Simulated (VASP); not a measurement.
Write the native input for VASP 6.6.1 that does the following.

| Quantity | Value |
| --- | --- |
| Task | relaxation of cell and atoms |
| Functional | revPBE |
| Dispersion | D3(BJ) |
| Potentials or basis | VASP PAW PBE potentials, release 64 (Au) |
| Cutoff | 600 eV |
| k mesh | 11 × 11 × 11 |
| Occupations | fermi-dirac, width 0.05 eV |
| Spin | no spin polarisation |
| Dipole correction | no |
| Further INCAR settings | ALGO = Normal; EDIFF = 1e-06; IBRION = 2; EDIFFG = -0.01; NSW = 60; ISIF = 3 |

The structure of Au lies in POSCAR:

```
Au
1.0
    0.0000000000      2.0350000000      2.0350000000
    2.0350000000      0.0000000000      2.0350000000
    2.0350000000      2.0350000000      0.0000000000
Au
1
Direct
    0.0000000000      0.0000000000      0.0000000000
```

These files were run (other wordings do the same):

INCAR

```
SYSTEM = Au
PREC     = Accurate       ! precision mode
ENCUT    = 600            ! plane-wave cutoff, eV
EDIFF    = 1E-6           ! SCF threshold, eV
ISMEAR   = -1             ! smearing method
SIGMA    = 0.05           ! smearing width, eV
LREAL    = .FALSE.        ! projectors in reciprocal space
LASPH    = .TRUE.         ! aspherical terms in the spheres
NELM     = 60             ! most SCF steps
ALGO     = Normal         ! electronic algorithm
ISIF     = 3              ! what is computed and relaxed
LWAVE    = .FALSE.        ! write WAVECAR
LCHARG   = .FALSE.        ! write CHGCAR
GGA      = RE             ! functional
IVDW     = 12             ! dispersion correction
IBRION   = 2              ! ionic algorithm
NSW      = 60             ! ionic steps
EDIFFG   = -0.01          ! ionic threshold
```

KPOINTS

```
regular mesh
0
G
  11 11 11
  0 0 0
```

Potentials or basis: VASP PAW PBE potentials, release 64 (Au).

Command:

```sh
$ cat potpaw_PBE.64/Au/POTCAR > POTCAR
$ mpirun -np 1 vasp_std > vasp.out
```

Results of the run:

- Relaxed volume: 16.93 Å³/atom
- Relaxed cell: a = 2.882 Å, b = 2.882 Å, c = 2.882 Å, α = 60.00°, β = 60.00°, γ = 60.00°
- Space group after relaxing (to 0.05 Å): Fm-3m (No. 225)
- Energy gained by relaxing: 0.2 meV/atom
- Ionic steps: 3
- Pressure after relaxing: 0.0 GPa
- Dispersion energy per atom: -1.270 eV

Caveat: the PAW data sets were made with another functional, which shifts forces and pressure a little; pairwise dispersion overbinds metals, which lowers pressure and volume.

Run time: 14 s on 1 thread of Intel(R) Xeon(R) Platinum 8259CL CPU @ 2.50GHz (Skylake/Cascade Lake) (shared host), peak memory 0.16 GiB.
